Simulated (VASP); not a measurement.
# SiO2 (I-42d) in VASP: single point with PBE

Aim: the single point of SiO2 with PBE.

All numbers are computed with VASP 6.6.1; they aren't measurements. Logs are shortened: lines on timing, memory, paths and dates and some standing lists are left out, and cuts for length are marked.

## Step 1: The cell of the first run

The structure is tetragonal, space group I-42d (No. 122). The conventional cell has a = 5.026 Å, b = 5.026 Å, c = 7.372 Å, α = 90.00°, β = 90.00°, γ = 90.00°. Si (site symmetry -4) has 4 O at 1.63 Å within 2.2 Å. Within 2.2 Å of O (site symmetry 2) lie 2 Si at 1.63 Å.

## Step 2: Single point, PBE

Input file INCAR:

```
SYSTEM = SiO2
ALGO = Normal
EDIFF = 1E-6
ENCUT = 520
GGA = PE
ISIF = 2
ISMEAR = 0
LASPH = .True.
LCHARG = .False.
LREAL = .False.
LWAVE = .False.
NBANDS = 25
NELM = 60
PREC = Accurate
SIGMA = 0.02
```

Input file KPOINTS:

```
k-points
0
Gamma
  6 6 6
  0 0 0
```

Input file POSCAR:

```
SiO2
1.0
   -2.5131482304      2.5131482304      3.6858647803
    2.5131482304     -2.5131482304      3.6858647803
    2.5131482304      2.5131482304     -3.6858647803
Si O
2 4
Direct
    0.0000000000      0.0000000000      0.0000000000
    0.7500000000      0.2500000000      0.5000000000
    0.3750000000      0.2174794929      0.3424794929
    0.9674794929      0.6250000000      0.8424794929
    0.7825205071      0.1250000000      0.1575205071
    0.8750000000      0.0325205071      0.6575205071
```

Potentials or basis: VASP PAW PBE potentials, release 64 (Si, O).

Launch:

```console
$ cat potpaw_PBE.64/Si/POTCAR potpaw_PBE.64/O/POTCAR > POTCAR
$ mpirun -np 1 vasp_std > vasp.out
```

OUTCAR:

```text
SYSTEM = SiO2
   EDIFF = 1E-6
   ENCUT = 520
   GGA = PE
   ISIF = 2
   ISMEAR = 0
   LASPH = .True.
   LREAL = .False.
   NELM = 60
   PREC = Accurate

 ion  position               nearest neighbor table
   1  0.000  0.000  0.000-   3 1.63   4 1.63   5 1.63   6 1.63   2 3.12   2 3.12   2 3.12   2 3.12

   2  0.750  0.250  0.500-   3 1.63   4 1.63   5 1.63   6 1.63   1 3.12   1 3.12   1 3.12   1 3.12

   3  0.375  0.217  0.342-   1 1.63   2 1.63
   4  0.967  0.625  0.842-   1 1.63   2 1.63
   5  0.783  0.125  0.158-   1 1.63   2 1.63
   6  0.875  0.033  0.658-   1 1.63   2 1.63

  LATTYP: Found a body centered tetragonal cell.
 ALAT       =     5.0262964608
 C/A-ratio  =     1.4666324635

  Lattice vectors:

 A1 = (  -2.5131482304,   2.5131482304,   3.6858647803)
 A2 = (   2.5131482304,  -2.5131482304,   3.6858647803)
 A3 = (   2.5131482304,   2.5131482304,  -3.6858647803)

Analysis of symmetry for initial positions (statically):
=====================================================================
 Subroutine PRICEL returns:
 Original cell was already a primitive cell.

 Routine SETGRP: Setting up the symmetry group for a
 body centered tetragonal supercell.

 Subroutine GETGRP returns: Found  8 space group operations
 (whereof  4 operations were pure point group operations)
 out of a pool of 16 trial point group operations.

The static configuration has the point symmetry S_4 .
 The point group associated with its full space group is D_2d.

Analysis of symmetry for dynamics (positions and initial velocities):
=====================================================================
 Subroutine PRICEL returns:
 Original cell was already a primitive cell.

 Routine SETGRP: Setting up the symmetry group for a
 body centered tetragonal supercell.

 Subroutine GETGRP returns: Found  8 space group operations
 (whereof  4 operations were pure point group operations)
 out of a pool of 16 trial point group operations.

The dynamic configuration has the point symmetry S_4 .
 The point group associated with its full space group is D_2d.

 Subroutine INISYM returns: Found  8 space group operations
 (whereof  4 operations are pure point group operations),
 and found     1 'primitive' translations

----------------------------------------------------------------------------------------

                                     Primitive cell

[... 100 lines left out ...]
   EDIFFG = 0.1E-04   stopping-criterion for IOM
   NSW    =      0    number of steps for IOM
   IBRION =     -1    ionic relax: 0-MD 1-quasi-New 2-CG
   NFREE  =      0    steps in history (QN), initial steepest desc. (CG)
   ISIF   =      2    stress and relaxation
   ISYM   =      2    0-nonsym 1-usesym 2-fastsym
   POTIM  = 0.5000    time-step for ionic-motion
   TEBEG  =    0.0;   TEEND  =   0.0 temperature during run
   PSTRESS=    0.0 pullay stress
   NELECT =      32.0000    total number of electrons
   NUPDOWN=      -1.0000    fix difference up-down
   EMIN   =  10.00;   EMAX   =-10.00  energy-range for DOS
   EFERMI =   0.00;   METHOD = LEGACY
   ISMEAR =     0;   SIGMA  =   0.02  broadening in eV -4-tet -1-fermi 0-gaus
   EFERMI_NEDOS =   21; number of points for ismear=-14 and -15
   IALGO  =     38    algorithm
   IMIX   =      4    mixing-type and parameters
     AMIX     =   0.40;   BMIX     =  1.00
     AMIX_MAG =   1.60;   BMIX_MAG =  1.00
  volume/ion in A,a.u.               =      15.52       104.73
  Fermi-wavevector in a.u.,A,eV,Ry     =   1.146691  2.166931 17.890295  1.314900
  Thomas-Fermi vector in A             =   2.283374
   LORBIT       =      0    0 simple, 1 ext, 2 COOP (PROOUT), +10 PAW based schemes
   GGA     = PE    functional components
   LHFCALC =     F    Hartree Fock is set to
   AEXX    =    0.0000 exact exchange contribution
   IVDW    =     0    specifies the selected vdW correction
   LEPSILON=     F    determine dielectric tensor
   LRPA    =     F    only Hartree local field effects (RPA)
 non-spin polarized calculation
 Gauss-broadening in eV      SIGMA  =   0.02
  energy-cutoff  :      520.00
  volume of cell :       93.12
 maximum number of plane-waves:      2531
 NGX is ok and might be reduce to    40
   NGX = 19   NGY = 19   NGZ = 19

 number of electron      31.9999995 magnetization

 Free energy of the ion-electron system (eV)
  ---------------------------------------------------
  ext. energy  EPLUGINS =         0.00000000
  ---------------------------------------------------
  free energy    TOTEN  =       -47.49209298 eV

  energy without entropy =      -47.49209298  energy(sigma->0) =      -47.49209298

 E-fermi :  -0.5373     XC(G=0):  -8.0118

 val. band max:       -0.6371804842   @ k =   0.0000   0.0000   0.0000
 cond. band min:       5.0995793588   @ k =   0.0000   0.0000   0.0000
 fundamental gap:      5.7367598430
 Fermi energy:        -0.5373410222

 k-point     1 :       0.0000    0.0000    0.0000
  band No.  band energies     occupation
      1     -19.7368      2.00000
      2     -17.7370      2.00000
      3     -17.7370      2.00000
      4     -17.6784      2.00000
      5      -9.8625      2.00000
      6      -6.1223      2.00000
[... 661 lines left out ...]
     24      12.1840      0.00000
     25      12.7883      0.00000

 [... further k-points ...]

------------------------ aborting loop because EDIFF is reached ----------------------------------------

  FORCE on cell =-STRESS in cart. coord.  units (eV):
  Direction    XX          YY          ZZ          XY          YZ          ZX
  --------------------------------------------------------------------------------------
  -------------------------------------------------------------------------------------
  Total        0.0515642      0.0515642      0.0921310      0.0000000      0.0000000      0.0000000
  in kB        0.8872033      0.8872033      1.5851883      0.0000000      0.0000000      0.0000000
  external PRESSURE =       1.1198649 kB  Pullay stress =       0.0000000 kB

 VOLUME and BASIS-vectors are now :
 -----------------------------------------------------------------------------
  energy-cutoff  :      520.00
  volume of cell :       93.12
      direct lattice vectors                 reciprocal lattice vectors
    -2.513148230  2.513148230  3.685864780     0.000000000  0.198953645  0.135653376
     2.513148230 -2.513148230  3.685864780     0.198953645  0.000000000  0.135653376
     2.513148230  2.513148230 -3.685864780     0.198953645  0.198953645  0.000000000

 POSITION                                       TOTAL-FORCE (eV/Angst)
 -----------------------------------------------------------------------------------
      0.00000      0.00000      0.00000        -0.000000     -0.000000     -0.000000
      0.00000      2.51315      1.84293        -0.000000     -0.000000     -0.000000
      0.46483      1.25657      0.92147        -0.006919     -0.000000     -0.000000
      1.25657      2.97798      2.76440        -0.000000     -0.006919     -0.000000
     -1.25657      2.04832      2.76440        -0.000000      0.006919      0.000000
     -0.46483      3.76972      0.92147         0.006919     -0.000000      0.000000
 -----------------------------------------------------------------------------------
    total drift:                                0.000004      0.000004      0.000003

  FREE ENERGIE OF THE ION-ELECTRON SYSTEM (eV)
  ---------------------------------------------------
  free  energy   TOTEN  =       -47.4920929844 eV

  energy  without entropy=      -47.4920929844  energy(sigma->0) =      -47.49209298
```

OSZICAR:

```text
N       E                     dE             d eps       ncg     rms          rms(c)
DAV:   1     0.178235487227E+03    0.17824E+03   -0.15958E+04  1508   0.113E+03
DAV:   2    -0.410303534521E+02   -0.21927E+03   -0.20979E+03  2011   0.272E+02
DAV:   3    -0.537772963194E+02   -0.12747E+02   -0.12687E+02  2013   0.678E+01
DAV:   4    -0.539052854061E+02   -0.12799E+00   -0.12793E+00  1791   0.773E+00
DAV:   5    -0.539068836946E+02   -0.15983E-02   -0.15978E-02  1998   0.850E-01    0.203E+01
DAV:   6    -0.474770254521E+02    0.64299E+01   -0.20453E+01  1843   0.285E+01    0.994E+00
DAV:   7    -0.474934274026E+02   -0.16402E-01   -0.72057E-01  1945   0.452E+00    0.351E+00
DAV:   8    -0.474858851418E+02    0.75423E-02   -0.35224E-02  1910   0.157E+00    0.137E+00
DAV:   9    -0.474906956225E+02   -0.48105E-02   -0.21933E-02  1885   0.108E+00    0.285E-01
DAV:  10    -0.474921106087E+02   -0.14150E-02   -0.17786E-03  1595   0.256E-01    0.783E-02
DAV:  11    -0.474920867991E+02    0.23810E-04   -0.47232E-04  1919   0.152E-01    0.224E-02
DAV:  12    -0.474920910033E+02   -0.42042E-05   -0.16682E-05  1828   0.283E-02    0.155E-02
DAV:  13    -0.474920928583E+02   -0.18550E-05   -0.33172E-06  1644   0.130E-02    0.274E-03
DAV:  14    -0.474920929844E+02   -0.12613E-06   -0.18665E-07  1428   0.301E-03
   1 F= -.47492093E+02 E0= -.47492093E+02  d E =-.157201E-14
```

Wall time 65 s (1 thread of AMD EPYC 7R13 (Zen 3), shared host); peak memory 0.22 GiB.

What came out:

```yaml
Free_energy: -47.4921 eV
Pressure: 0.1 GPa
Largest_force: 0.007 eV/Å
Band_gap_on_the_k_mesh: 5.74 eV, direct
```

Forces on the atoms (eV/Å):
```
Si   0.000  0.000  0.000
Si   0.000  0.000  0.000
O   -0.007  0.000  0.000
O    0.000 -0.007  0.000
O    0.000  0.007  0.000
O    0.007  0.000  0.000
```

Levels at points of the mesh, in eV from the valence-band top:
| k point | band 14 | band 15 | band 16 | band 17 | band 18 | band 19 |
| --- | --- | --- | --- | --- | --- | --- |
| (0.00, 0.00, 0.00) | -0.65 | 0.00 | 0.00 | 5.74 | 8.71 | 10.23 |
| (0.50, 0.00, 0.00) | -0.79 | -0.51 | -0.13 | 7.93 | 8.83 | 9.59 |
| (0.50, 0.50, 0.00) | -0.97 | -0.35 | -0.35 | 8.91 | 8.91 | 10.02 |
| (0.50, 0.50, 0.50) | -1.43 | -0.34 | -0.34 | 8.73 | 8.73 | 10.18 |
